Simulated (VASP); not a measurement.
Al16N15F (a cell with a defect), 32 atoms in the cell. The cell holds a defect, 32 atoms: a = 6.260 Å, b = 6.260 Å, c = 10.035 Å, α = 90.00°, β = 90.00°, γ = 120.00°. 

```yaml
Program: VASP 6.6.1
Task: single point
Functional: r2SCAN
Potentials_or_basis: VASP PAW PBE potentials, release 64 (Al, N, F)
Cutoff: 520 eV
k_mesh: 1 × 1 × 1, shifted
Occupations: fermi-dirac, width 0.01 eV
Spin: collinear spin
Fixed_moment: 1 μB
Dipole_correction: no
Charge: 1
Further_INCAR_settings: LREAL = Auto; ALGO = Normal; EDIFF = 1e-06; NBANDS = 91; NELECT = 129.0
```

Potentials or basis: VASP PAW PBE potentials, release 64 (Al, N, F).

Command:

```bash
$ cat potpaw_PBE.64/Al/POTCAR potpaw_PBE.64/N/POTCAR potpaw_PBE.64/F/POTCAR > POTCAR
$ cp INCAR.step1 INCAR
$ mpirun -np 1 vasp_std > vasp.out
$ cp INCAR.step2 INCAR
$ mpirun -np 1 vasp_std > vasp.out
```

Hardware: 1 thread of Intel(R) Xeon(R) 6975P-C (Granite Rapids) (shared host).

Estimate the wall time of this run.

Run time: 18 min on 1 thread of Intel(R) Xeon(R) 6975P-C (Granite Rapids), with other jobs on the host, peak memory 0.78 GiB. Counts: k points 6.
